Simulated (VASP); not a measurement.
# ZrSi2 (P6/mmm) in VASP: a series of runs, part 3 of 3

VASP 6.6.1.

**6. Relaxation of cell and atoms, r2SCAN**

This run uses another cell than the first one, of 16.58 Å³/atom, 1.024 times its volume.

POSCAR reads:

```
ZrSi2
1.0
    3.9964608194      0.0000000000      0.0000000000
   -1.9982304097      3.4610365949      0.0000000000
    0.0000000000      0.0000000000      3.5963411479
Zr Si
1 2
Direct
    0.0000000000      0.0000000000      0.0000000000
    0.3333333333      0.6666666667      0.5000000000
    0.6666666667      0.3333333333      0.5000000000
```

INCAR.step1 reads:

```
SYSTEM = ZrSi2
ALGO = Normal
EDIFF = 1E-4
ENCUT = 600
GGA = PE
ISMEAR = 0
LASPH = .True.
LCHARG = .False.
LREAL = .False.
LWAVE = .True.
NELM = 60
PREC = Accurate
SIGMA = 0.1
```

INCAR.step2 reads:

```
SYSTEM = ZrSi2
ALGO = Normal
EDIFF = 1E-6
EDIFFG = -0.04
ENCUT = 600
IBRION = 2
ISIF = 3
ISMEAR = 0
ISTART = 1
LASPH = .True.
LCHARG = .False.
LMIXTAU = .True.
LREAL = .False.
LWAVE = .False.
METAGGA = R2SCAN
NELM = 60
NSW = 90
PREC = Accurate
SIGMA = 0.1
```

KPOINTS reads:

```
k-points
0
Gamma
  6 6 6
  0 0 0
```

Potentials or basis: VASP PAW PBE potentials, release 64 (Zr_sv, Si).

The run is started by

```
> cat potpaw_PBE.64/Zr_sv/POTCAR potpaw_PBE.64/Si/POTCAR > POTCAR
> cp INCAR.step1 INCAR
> mpirun -np 1 vasp_std > vasp.out
> cp INCAR.step2 INCAR
> mpirun -np 1 vasp_std > vasp.out
```

OUTCAR:

```text
SYSTEM = ZrSi2
   EDIFF = 1E-6
   EDIFFG = -0.04
   ENCUT = 600
   IBRION = 2
   ISIF = 3
   ISMEAR = 0
   ISTART = 1
   LASPH = .True.
   LREAL = .False.
   METAGGA = R2SCAN
   NELM = 60
   NSW = 90
   PREC = Accurate

 ion  position               nearest neighbor table
   1  0.000  0.000  0.000-   2 2.93   3 2.93   2 2.93   3 2.93   3 2.93   3 2.93   2 2.93   2 2.93
                             3 2.93   3 2.93   2 2.93   2 2.93
   2  0.333  0.667  0.500-   3 2.31   3 2.31   3 2.31   1 2.93   1 2.93   1 2.93   1 2.93   1 2.93
                             1 2.93
   3  0.667  0.333  0.500-   2 2.31   2 2.31   2 2.31   1 2.93   1 2.93   1 2.93   1 2.93   1 2.93
                             1 2.93

  LATTYP: Found a hexagonal cell.
 ALAT       =     3.9964608194
 C/A-ratio  =     0.8998814978

  Lattice vectors:

 A1 = (   3.9964608194,   0.0000000000,   0.0000000000)
 A2 = (  -1.9982304097,   3.4610365949,   0.0000000000)
 A3 = (   0.0000000000,   0.0000000000,   3.5963411479)

Analysis of symmetry for initial positions (statically):
=====================================================================
 Subroutine PRICEL returns:
 Original cell was already a primitive cell.

 Routine SETGRP: Setting up the symmetry group for a
 hexagonal supercell.
[... 184 lines left out ...]
      5      -3.0684      2.00000
      6       6.0392      2.00000
      7       6.0392      2.00000
      8       8.1607      2.00000
      9       8.6309      2.00000
     10       9.2294      2.00000
     11      11.1798      0.00000
     12      11.1798      0.00000
     13      11.8961      0.00000
     14      11.8961      0.00000
[... 377 lines left out ...]
      1     -40.6069      2.00000
      2     -18.0926      2.00000
      3     -18.0399      2.00000
      4     -17.9797      2.00000
      5      -0.7639      2.00000
      6       3.2473      2.00000
      7       4.7115      2.00000
      8       5.3359      2.00000
      9       7.2822      2.00000
     10       9.7641      2.00000
     11      11.3550      0.00000
     12      12.4088      0.00000
     13      13.7995      0.00000
     14      14.5921      0.00000

 [... further k-points ...]
[... 5 lines left out ...]
  --------------------------------------------------------------------------------------
  -------------------------------------------------------------------------------------
  Total        0.1134764      0.1134764     -0.1012043      0.0000000      0.0000000     -0.0000000
  in kB        3.6548829      3.6548829     -3.2596183      0.0000000      0.0000000     -0.0000000
  external PRESSURE =       1.3500491 kB  Pullay stress =       0.0000000 kB

 VOLUME and BASIS-vectors are now :
 -----------------------------------------------------------------------------
  energy-cutoff  :      600.00
  volume of cell :       49.74
      direct lattice vectors                 reciprocal lattice vectors
     3.996460819  0.000000000  0.000000000     0.250221395  0.144465390  0.000000000
    -1.998230410  3.461036595  0.000000000     0.000000000  0.288930779  0.000000000
     0.000000000  0.000000000  3.596341148     0.000000000  0.000000000  0.278060384

 POSITION                                       TOTAL-FORCE (eV/Angst)
 -----------------------------------------------------------------------------------
      0.00000      0.00000      0.00000         0.000000      0.000000     -0.000000
     -0.00000      2.30736      1.79817         0.000000     -0.000000      0.000000
      1.99823      1.15368      1.79817        -0.000000      0.000000     -0.000000
 -----------------------------------------------------------------------------------
    total drift:                                0.000000     -0.000000      0.000000

  FREE ENERGIE OF THE ION-ELECTRON SYSTEM (eV)
  ---------------------------------------------------
  free  energy   TOTEN  =       -41.1284671960 eV

  energy  without entropy=      -41.1111839636  energy(sigma->0) =      -41.11982558

 reached required accuracy - stopping structural energy minimisation
```

OUTCAR.step1:

```text
SYSTEM = ZrSi2
   EDIFF = 1E-4
   ENCUT = 600
   GGA = PE
   ISMEAR = 0
[... 638 lines left out ...]
      0.00000      0.00000      0.00000        -0.000000      0.000000     -0.000000
     -0.00000      2.30736      1.79817         0.000000      0.000000      0.000000
      1.99823      1.15368      1.79817        -0.000000      0.000000     -0.000000
 -----------------------------------------------------------------------------------
    total drift:                                0.000000     -0.000000      0.000000

  FREE ENERGIE OF THE ION-ELECTRON SYSTEM (eV)
  ---------------------------------------------------
  free  energy   TOTEN  =       -20.2326640520 eV

  energy  without entropy=      -20.2152940251  energy(sigma->0) =      -20.22397904
```

Run time: 51 s. Hardware: 1 thread of Intel Xeon Platinum 8559C (Emerald Rapids), shared host; peak memory 0.19 GiB.

Results:

| Property | Result |
| --- | --- |
| Free energy | -41.1285 eV |
| Pressure after relaxing | 0.1 GPa |
| Band gap on the k mesh | zero (band 10 reaches 11.61 eV, above the bottom of band 11 at 9.62 eV) |

Stress tensor (GPa, compression positive):
```
 0.37  0.00  0.00
 0.00  0.37  0.00
 0.00  0.00 -0.33
```

Final structure:
```
Zr Si
1.0
     3.99646    0.00000    0.00000
    -1.99823    3.46104    0.00000
     0.00000    0.00000    3.59634
Zr Si
1 2
Direct
  0.00000 0.00000 0.00000
  0.33333 0.66667 0.50000
  0.66667 0.33333 0.50000
```

Levels at points of the mesh, in eV from the Fermi level:
| k point | band 6 | band 7 | band 8 | band 9 | band 10 | band 11 | band 12 | band 13 | band 14 |
| --- | --- | --- | --- | --- | --- | --- | --- | --- | --- |
| (0.00, 0.00, 0.00) | -4.67 | -4.67 | -2.55 | -2.08 | -1.48 | 0.47 | 0.47 | 1.19 | 1.19 |
| (0.50, 0.00, 0.00) | -10.16 | -4.86 | -3.91 | -2.85 | 0.43 | 1.15 | 1.40 | 1.67 | 3.17 |
| (0.00, 0.00, 0.50) | -7.55 | -3.02 | -3.02 | -2.68 | -2.68 | -0.89 | -0.89 | 0.60 | 2.00 |
| (0.50, 0.00, 0.50) | -8.53 | -5.69 | -4.73 | -4.55 | -0.54 | 1.85 | 2.42 | 3.22 | 3.44 |

Caveat: the relaxation stopped at its first step, so nothing moved; the PAW data sets were made with another functional, which shifts forces and pressure a little.

**7. Single point, r2SCAN**

This run uses another cell than the first one, of 16.57 Å³/atom, 1.023 times its volume.

POSCAR reads:

```
ZrSi2
1.0
    4.0002083627      0.0000000000      0.0000000000
   -2.0001041814      3.4642820626      0.0000000000
    0.0000000000      0.0000000000      3.5861693168
Zr Si
1 2
Direct
    0.0000000000      0.0000000000      0.0000000000
    0.3333333333      0.6666666667      0.5000000000
    0.6666666667      0.3333333333      0.5000000000
```

INCAR.step1 reads:

```
PREC = Accurate
ENCUT = 520
ISMEAR = 0
SIGMA = 0.1
LREAL = False
LASPH = True
NELM = 100
NBANDS = 17
GGA = PE
ALGO = Normal
EDIFF = 1E-4
LWAVE = True
LCHARG = False
```

INCAR.step2 reads:

```
PREC = Accurate
ENCUT = 520
EDIFF = 1E-6
ISMEAR = 0
SIGMA = 0.1
LREAL = False
LASPH = True
NELM = 100
ALGO = Normal
ISIF = 2
LWAVE = False
LCHARG = False
METAGGA = R2SCAN
LMIXTAU = True
NBANDS = 17
ISTART = 1
```

KPOINTS reads:

```
regular mesh
0
Gamma
  12 12 14
```

The run is started by

```
> cat potpaw_PBE.64/Zr_sv/POTCAR potpaw_PBE.64/Si/POTCAR > POTCAR
> cp INCAR.step1 INCAR
> mpirun -np 1 vasp_std > vasp.out
> cp INCAR.step2 INCAR
> mpirun -np 1 vasp_std > vasp.out
```

It took 6.1 min on 1 thread of Intel Xeon Platinum 8559C (Emerald Rapids), shared host; peak memory 0.25 GiB.

The run converged. Its results:

```yaml
Free_energy: -41.1788 eV
Pressure: 0.0 GPa
Band_gap_on_the_k_mesh: zero (band 10 reaches 11.65 eV, above the bottom of band 11 at 9.43 eV)
```

Stress tensor (GPa, compression positive):
```
-0.11  0.00  0.00
 0.00 -0.11  0.00
 0.00  0.00  0.07
```

Levels at points of the mesh, in eV from the Fermi level:
```tsv
k point	band 6	band 7	band 8	band 9	band 10	band 11	band 12	band 13	band 14	band 15
(0.00, 0.00, 0.00)	-4.63	-4.63	-2.48	-1.97	-1.45	0.52	0.52	1.26	1.26	3.41
(0.50, 0.00, 0.00)	-10.10	-4.80	-3.87	-2.75	0.51	1.19	1.50	1.71	3.26	3.41
(0.00, 0.00, 0.50)	-7.50	-2.96	-2.96	-2.63	-2.63	-0.83	-0.83	0.65	2.04	3.11
(0.50, 0.00, 0.50)	-8.46	-5.63	-4.67	-4.50	-0.48	1.90	2.46	3.28	3.54	3.55
```

Caveat: the PAW data sets were made with another functional, which shifts forces and pressure a little.

**8. Overview**

```csv
task,cell,k mesh,cutoff (eV),gap on the mesh (eV),pressure (GPa)
single point,"a = 3.732, b = 3.732, c = 4.029 Å, angles 90.0, 90.0, 120.0°, 3 atoms",6 × 6 × 4,520,none,9.6
single point,"a = 3.996, b = 3.996, c = 3.596 Å, angles 90.0, 90.0, 120.0°, 3 atoms",6 × 6 × 4,520,none,-0.1
single point,"a = 4.001, b = 4.001, c = 3.587 Å, angles 90.0, 90.0, 120.0°, 3 atoms",6 × 6 × 6,520,none,0.1
relaxation of cell and atoms,"relaxed from a = 3.732, b = 3.732, c = 4.029 Å, angles 90.0, 90.0, 120.0°, 3 atoms",6 × 6 × 4,600,none,0.1
relaxation of cell and atoms,"relaxed from a = 3.996, b = 3.996, c = 3.596 Å, angles 90.0, 90.0, 120.0°, 3 atoms",6 × 6 × 6,600,none,0.1
single point,"a = 4.000, b = 4.000, c = 3.586 Å, angles 90.0, 90.0, 120.0°, 3 atoms",12 × 12 × 14,520,none,0.0
```

Alike in all rows: level r2SCAN; potentials or basis VASP PAW PBE potentials, release 64 (Zr_sv, Si); no spin polarisation; smearing gaussian 0.1 eV.

Caveats: some runs use coarse meshes; the PAW data sets were made with another functional, which shifts forces and pressure a little; the relaxation stopped at its first step, so nothing moved (some runs).

Absolute energies hang on the potentials; compare differences alone.
